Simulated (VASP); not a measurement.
Here is a VASP 6.6.1 calculation.

The input INCAR:

```
PREC = Accurate ; ENCUT = 520
EDIFF = 1E-7 ; ISMEAR = -1
SIGMA = 0.08 ; LREAL = F
LASPH = T ; NELM = 60
ALGO = Normal ; ISIF = 2
LWAVE = F ; LCHARG = T
GGA = PE ; LELF = T
LVHAR = T ; NBANDS = 14
```

Contents of KPOINTS:

```
Automatic mesh
0
Gamma
  15 15 13
```

Contents of POSCAR:

```
AlNi
1.0
    2.2160438338      0.0000000000      0.0000000000
   -1.1080219169      1.9191502560      0.0000000000
    0.0000000000      0.0000000000      3.2559360154
Ni Al
1 1
Direct
    0.0000000000      0.0000000000      0.0000000000
    0.3333333333      0.6666666667      0.5000000000
```

Potentials or basis: VASP PAW PBE potentials, release 64 (Ni, Al).

Command:

```bash
$ cat potpaw_PBE.64/Ni/POTCAR potpaw_PBE.64/Al/POTCAR > POTCAR
$ mpirun -np 1 vasp_std > vasp.out
```

Estimate the pressure.

312.8 GPa.

Stress tensor (GPa, compression positive):
```
312.65   0.00   0.00
  0.00 312.65   0.00
  0.00   0.00 312.98
```

 Spin polarisation is off, so any magnetic state and its effect on volume and gap are missing.
